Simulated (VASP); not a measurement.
# InGaP2 (P-4m2) in VASP: relaxation of cell and atoms with PBEsol

Aim: the relaxation of cell and atoms of InGaP2 with PBEsol.

Program: VASP 6.6.1. These are calculated values, not measurements. Logs are shortened: lines on timing, memory, paths and dates and some standing lists are left out, and cuts for length are marked.

**1. The cell of the first run**

Symmetry: P-4m2, No. 115, tetragonal system. Conventional cell: a = 3.989 Å, b = 3.989 Å, c = 5.691 Å, α = 90.00°, β = 90.00°, γ = 90.00°. Within 3.3 Å of In (site symmetry -4m2) lie 4 P at 2.52 Å. Ga (site symmetry -4m2) has 4 P at 2.38 Å within 3.1 Å. P (site symmetry 2mm) has 2 Ga at 2.38 Å and 2 In at 2.52 Å within 3.1 Å.

**2. Relaxation of cell and atoms, PBEsol**

INCAR reads:

```
PREC     = Accurate       # precision mode
ENCUT    = 600            # plane-wave cutoff, eV
EDIFF    = 1E-6           # SCF threshold, eV
ISMEAR   = 0              # smearing method
SIGMA    = 0.1            # smearing width, eV
LREAL    = F              # projectors in reciprocal space
LASPH    = T              # aspherical terms in the spheres
NELM     = 60             # most SCF steps
ALGO     = Normal         # electronic algorithm
ISIF     = 3              # what is computed and relaxed
LWAVE    = F              # write WAVECAR
LCHARG   = F              # write CHGCAR
GGA      = PS             # functional
IBRION   = 2              # ionic algorithm
NSW      = 80             # ionic steps
EDIFFG   = -0.015         # ionic threshold
```

KPOINTS reads:

```
Automatic mesh
0
Gamma
  6 6 6
```

POSCAR reads:

```
InGaP2
1.0
    3.9893554908     -3.9893554908      0.0000000000
    3.9893554908      3.9893554908      0.0000000000
    0.0000000000      0.0000000000      5.6909895147
In Ga P
2 2 4
Direct
    0.0000000000      0.0000000000      0.5000000000
    0.5000000000      0.5000000000      0.5000000000
    0.0000000000      0.5000000000      0.0000000000
    0.5000000000      0.0000000000      0.0000000000
    0.2500000000      0.2500000000      0.7711101596
    0.7500000000      0.7500000000      0.7711101596
    0.7500000000      0.2500000000      0.2288898404
    0.2500000000      0.7500000000      0.2288898404
```

Potentials or basis: VASP PAW PBE potentials, release 64 (In_d, Ga_d, P).

Launch:

```bash
$ cat potpaw_PBE.64/In_d/POTCAR potpaw_PBE.64/Ga_d/POTCAR potpaw_PBE.64/P/POTCAR > POTCAR
$ mpirun -np 1 vasp_std > vasp.out
```

OUTCAR:

```text
PREC = Accurate
   ENCUT = 600
   EDIFF = 1E-6
   ISMEAR = 0
   LREAL = F
   LASPH = T
   NELM = 60
   ISIF = 3
   GGA = PS
   IBRION = 2
   NSW = 80
   EDIFFG = -0.015

 ion  position               nearest neighbor table
   1  0.000  0.000  0.500-   5 2.52   6 2.52   7 2.52   8 2.52   2 3.99   2 3.99   2 3.99   2 3.99

   2  0.500  0.500  0.500-   5 2.52   6 2.52   7 2.52   8 2.52   1 3.99   1 3.99   1 3.99   1 3.99

   3  0.000  0.500  0.000-   5 2.38   6 2.38   7 2.38   8 2.38
   4  0.500  0.000  0.000-   5 2.38   6 2.38   7 2.38   8 2.38
   5  0.250  0.250  0.771-   3 2.38   4 2.38   1 2.52   2 2.52
   6  0.750  0.750  0.771-   3 2.38   4 2.38   1 2.52   2 2.52
   7  0.750  0.250  0.229-   3 2.38   4 2.38   1 2.52   2 2.52
   8  0.250  0.750  0.229-   3 2.38   4 2.38   1 2.52   2 2.52

  LATTYP: Found a simple tetragonal cell.
 ALAT       =     5.6418006402
 C/A-ratio  =     1.0087186481

  Lattice vectors:

 A1 = (   3.9893554908,  -3.9893554908,   0.0000000000)
 A2 = (   3.9893554908,   3.9893554908,   0.0000000000)
 A3 = (   0.0000000000,   0.0000000000,   5.6909895147)

Analysis of symmetry for initial positions (statically):
=====================================================================
 Subroutine PRICEL returns following result:

  LATTYP: Found a simple tetragonal cell.
 ALAT       =     3.9893554908
 C/A-ratio  =     1.4265435928

  Lattice vectors:

 A1 = (   0.0000000000,  -3.9893554908,   0.0000000000)
 A2 = (   3.9893554908,   0.0000000000,   0.0000000000)
 A3 = (   0.0000000000,   0.0000000000,   5.6909895147)

   2 primitive cells build up your supercell.

 Routine SETGRP: Setting up the symmetry group for a
 simple tetragonal supercell.

 Subroutine GETGRP returns: Found  8 space group operations
 (whereof  8 operations were pure point group operations)
 out of a pool of 16 trial point group operations.

The static configuration has the point symmetry D_2d.

Analysis of symmetry for dynamics (positions and initial velocities):
=====================================================================
 Subroutine PRICEL returns following result:

  LATTYP: Found a simple tetragonal cell.
 ALAT       =     3.9893554908
 C/A-ratio  =     1.4265435928

  Lattice vectors:

 A1 = (   0.0000000000,  -3.9893554908,   0.0000000000)
 A2 = (   3.9893554908,   0.0000000000,   0.0000000000)
 A3 = (   0.0000000000,   0.0000000000,   5.6909895147)

   2 primitive cells build up your supercell.

 Routine SETGRP: Setting up the symmetry group for a
 simple tetragonal supercell.

 Subroutine GETGRP returns: Found  8 space group operations
 (whereof  8 operations were pure point group operations)
 out of a pool of 16 trial point group operations.

The dynamic configuration has the point symmetry D_2d.

 Subroutine INISYM returns: Found  8 space group operations
 (whereof  8 operations are pure point group operations),
 and found     2 'primitive' translations

----------------------------------------------------------------------------------------

                                     Primitive cell

  volume of cell :      90.5719

  direct lattice vectors                    reciprocal lattice vectors
     0.000000000 -3.989355491  0.000000000     0.000000000 -0.250667057  0.000000000
     3.989355491  0.000000000  0.000000000     0.250667057  0.000000000  0.000000000
     0.000000000  0.000000000  5.690989515     0.000000000  0.000000000  0.175716367

  length of vectors
     3.989355491  3.989355491  5.690989515     0.250667057  0.250667057  0.175716367

  position of ions in fractional coordinates (direct lattice)
     0.000000000  0.000000000  0.500000000
     0.500000000  0.500000000  0.000000000
     0.000000000  0.500000000  0.771110160
     0.500000000  0.000000000  0.228889840

  ion indices of the primitive-cell ions
   primitive index   ion index
                 1           1
                 2           3
                 3           5
                 4           7

----------------------------------------------------------------------------------------

 KPOINTS: Automatic mesh

Automatic generation of k-mesh.
 Grid dimensions read from file:
 generate k-points for:    6    6    6

 Generating k-lattice:

  Cartesian coordinates                     Fractional coordinates (reciprocal lattice)
     0.020888921 -0.020888921  0.000000000     0.166666667  0.000000000  0.000000000
     0.020888921  0.020888921  0.000000000     0.000000000  0.166666667  0.000000000
     0.000000000  0.000000000  0.029286061     0.000000000  0.000000000  0.166666667

  Length of vectors
     0.029541396  0.029541396  0.029286061

  Shift w.r.t. Gamma in fractional coordinates (k-lattice)
     0.000000000  0.000000000  0.000000000

 Subroutine IBZKPT returns following result:
 ===========================================

 Found     40 irreducible k-points:

 Following reciprocal coordinates:
            Coordinates               Weight
  0.000000  0.000000  0.000000      1.000000
  0.166667  0.000000  0.000000      4.000000
  0.333333  0.000000  0.000000      4.000000
  0.500000  0.000000  0.000000      2.000000
  0.166667  0.166667  0.000000      4.000000
  0.333333  0.166667  0.000000      8.000000
[... 16 lines left out ...]
  0.333333  0.000000  0.333333      8.000000
  0.500000  0.000000  0.333333      4.000000
 [... further k-points ...]
   k-points           NKPTS =     40   k-points in BZ     NKDIM =     40   number of bands    NBANDS=     43
   number of dos      NEDOS =    301   number of ions     NIONS =      8
   total plane-waves  NPLWV = 110592
   dimension x,y,z NGX =    48 NGY =   48 NGZ =   48
   dimension x,y,z NGXF=    96 NGYF=   96 NGZF=   96
   ions per type =               2   2   4
   NGX,Y,Z   is equivalent  to a cutoff of  14.14, 14.14, 14.02 a.u.
   NGXF,Y,Z  is equivalent  to a cutoff of  28.29, 28.29, 28.04 a.u.
 SYSTEM =  unknown system
   PREC   = accura    normal or accurate (medium, high low for compatibility)
   ISTART =      0    job   : 0-new  1-cont  2-samecut
   ICHARG =      2    charge: 1-file 2-atom 10-const
   ISPIN  =      1    spin polarized calculation?
   LNONCOLLINEAR =      F non collinear calculations
   LSORBIT =      F    spin-orbit coupling
   LASPH  =      T    aspherical Exc in radial PAW
   ENCUT  =  600.0 eV  44.10 Ry    6.64 a.u.  11.27 11.27 11.37*2*pi/ulx,y,z
   NELM   =     60;   NELMIN=  2; NELMDL= -5     # of ELM steps
   EDIFF  = 0.1E-05   stopping-criterion for ELM
   LREAL  =      F    real-space projection
   EDIFFG = -.1E-01   stopping-criterion for IOM
   NSW    =     80    number of steps for IOM
   IBRION =      2    ionic relax: 0-MD 1-quasi-New 2-CG
   NFREE  =      1    steps in history (QN), initial steepest desc. (CG)
   ISIF   =      3    stress and relaxation
   ISYM   =      2    0-nonsym 1-usesym 2-fastsym
   POTIM  = 0.5000    time-step for ionic-motion
   TEBEG  =    0.0;   TEEND  =   0.0 temperature during run
   PSTRESS=    0.0 pullay stress
   NELECT =      72.0000    total number of electrons
   NUPDOWN=      -1.0000    fix difference up-down
   EMIN   =  10.00;   EMAX   =-10.00  energy-range for DOS
   EFERMI =   0.00;   METHOD = LEGACY
   ISMEAR =     0;   SIGMA  =   0.10  broadening in eV -4-tet -1-fermi 0-gaus
   EFERMI_NEDOS =   21; number of points for ismear=-14 and -15
   IALGO  =     38    algorithm
   IMIX   =      4    mixing-type and parameters
     AMIX     =   0.40;   BMIX     =  1.00
     AMIX_MAG =   1.60;   BMIX_MAG =  1.00
  volume/ion in A,a.u.               =      22.64       152.80
  Fermi-wavevector in a.u.,A,eV,Ry     =   1.203681  2.274626 19.712758  1.448847
  Thomas-Fermi vector in A             =   2.339427
   LORBIT       =      0    0 simple, 1 ext, 2 COOP (PROOUT), +10 PAW based schemes
   GGA     = PS    functional components
   LHFCALC =     F    Hartree Fock is set to
   AEXX    =    0.0000 exact exchange contribution
   IVDW    =     0    specifies the selected vdW correction
   LEPSILON=     F    determine dielectric tensor
   LRPA    =     F    only Hartree local field effects (RPA)
 conjugate gradient relaxation of ions
 non-spin polarized calculation
 Gauss-broadening in eV      SIGMA  =   0.10
  energy-cutoff  :      600.00
  volume of cell :      181.14
 maximum number of plane-waves:      6071
 NGX is ok and might be reduce to    48
   NGX = 23   NGY = 23   NGZ = 23

 number of electron      71.9999999 magnetization

 Free energy of the ion-electron system (eV)
  ---------------------------------------------------
  ext. energy  EPLUGINS =         0.00000000
  ---------------------------------------------------
  free energy    TOTEN  =       -37.96697499 eV

  energy without entropy =      -37.96697499  energy(sigma->0) =      -37.96697499

 E-fermi :   5.4062     XC(G=0):  -9.7444

 val. band max:        4.9478652390   @ k =   0.0000   0.0000   0.0000
 cond. band min:       5.8514559098   @ k =   0.0000   0.0000   0.0000
 fundamental gap:      0.9035906708
 Fermi energy:         5.4061513092

 k-point     1 :       0.0000    0.0000    0.0000
  band No.  band energies     occupation
      1      -9.7568      2.00000
      2      -9.7447      2.00000
      3      -9.7447      2.00000
      4      -9.6737      2.00000
      5      -9.6737      2.00000
      6      -9.6399      2.00000
[... 35 lines left out ...]
     42       6.9269      0.00000
     43       7.0214      0.00000

 k-point     2 :       0.1667    0.0000    0.0000
  band No.  band energies     occupation
      1      -9.7530      2.00000
      2      -9.7422      2.00000
      3      -9.7402      2.00000
      4      -9.6790      2.00000
      5      -9.6732      2.00000
      6      -9.6444      2.00000
[... 1004 lines left out ...]
 k-point    24 :       0.5000    0.0000    0.3333
  band No.  band energies     occupation
      1      -9.7354      2.00000
      2      -9.7354      2.00000
      3      -9.7072      2.00000
      4      -9.7072      2.00000
      5      -9.6669      2.00000
      6      -9.6669      2.00000
[... 35 lines left out ...]
     42       8.9924      0.00000
     43       9.8539      0.00000

 [... further k-points ...]

------------------------ aborting loop because EDIFF is reached ----------------------------------------

  FORCE on cell =-STRESS in cart. coord.  units (eV):
  Direction    XX          YY          ZZ          XY          YZ          ZX
  --------------------------------------------------------------------------------------
  -------------------------------------------------------------------------------------
  Total       -0.0230774     -0.0230774      0.0128587      0.0000000     -0.0000000      0.0000000
  in kB       -0.2041144     -0.2041144      0.1137327      0.0000000     -0.0000000      0.0000000
  external PRESSURE =      -0.0981654 kB  Pullay stress =       0.0000000 kB

 VOLUME and BASIS-vectors are now :
 -----------------------------------------------------------------------------
  energy-cutoff  :      600.00
  volume of cell :      181.14
      direct lattice vectors                 reciprocal lattice vectors
     3.989355491 -3.989355491  0.000000000     0.125333528 -0.125333528  0.000000000
     3.989355491  3.989355491  0.000000000     0.125333528  0.125333528  0.000000000
     0.000000000  0.000000000  5.690989515     0.000000000  0.000000000  0.175716367

 POSITION                                       TOTAL-FORCE (eV/Angst)
 -----------------------------------------------------------------------------------
      0.00000      0.00000      2.84549        -0.000000     -0.000000      0.000000
      3.98936      0.00000      2.84549         0.000000      0.000000      0.000000
      1.99468      1.99468      0.00000        -0.000000      0.000000      0.000000
      1.99468     -1.99468      0.00000         0.000000     -0.000000      0.000000
      1.99468      0.00000      4.38838        -0.000000     -0.000000      0.004593
      5.98403      0.00000      4.38838        -0.000000     -0.000000      0.004593
      3.98936     -1.99468      1.30261        -0.000000      0.000000     -0.004593
      3.98936      1.99468      1.30261         0.000000     -0.000000     -0.004593
 -----------------------------------------------------------------------------------
    total drift:                               -0.000000     -0.000000      0.000000

  FREE ENERGIE OF THE ION-ELECTRON SYSTEM (eV)
  ---------------------------------------------------
  free  energy   TOTEN  =       -37.9669749915 eV

  energy  without entropy=      -37.9669749915  energy(sigma->0) =      -37.96697499

 reached required accuracy - stopping structural energy minimisation
```

It took 13 min on 1 thread of Oxide Virtual Turin-like, shared host; peak memory 0.5 GiB.

Results:

```yaml
Free_energy: -37.9670 eV
Pressure_after_relaxing: 0.0 GPa
Largest_force_after_relaxing: 0.005 eV/Å
Band_gap_on_the_k_mesh: 0.90 eV
```

Forces on the atoms (eV/Å):
```
In   0.000  0.000  0.000
In   0.000  0.000  0.000
Ga   0.000  0.000  0.000
Ga   0.000  0.000  0.000
P    0.000  0.000  0.005
P    0.000  0.000  0.005
P    0.000  0.000 -0.005
P    0.000  0.000 -0.005
```

Final structure:
```
In Ga P
1.0
     3.98936   -3.98936    0.00000
     3.98936    3.98936    0.00000
     0.00000    0.00000    5.69099
In Ga P
2 2 4
Direct
  0.00000 0.00000 0.50000
  0.50000 0.50000 0.50000
  0.00000 0.50000 0.00000
  0.50000 0.00000 0.00000
  0.25000 0.25000 0.77111
  0.75000 0.75000 0.77111
  0.75000 0.25000 0.22889
  0.25000 0.75000 0.22889
```

Caveat: the relaxation stopped at its first step, so nothing moved; the PAW data sets were made with another functional, which shifts forces and pressure a little; spin-orbit coupling is left out, which moves the levels of the heavy elements.
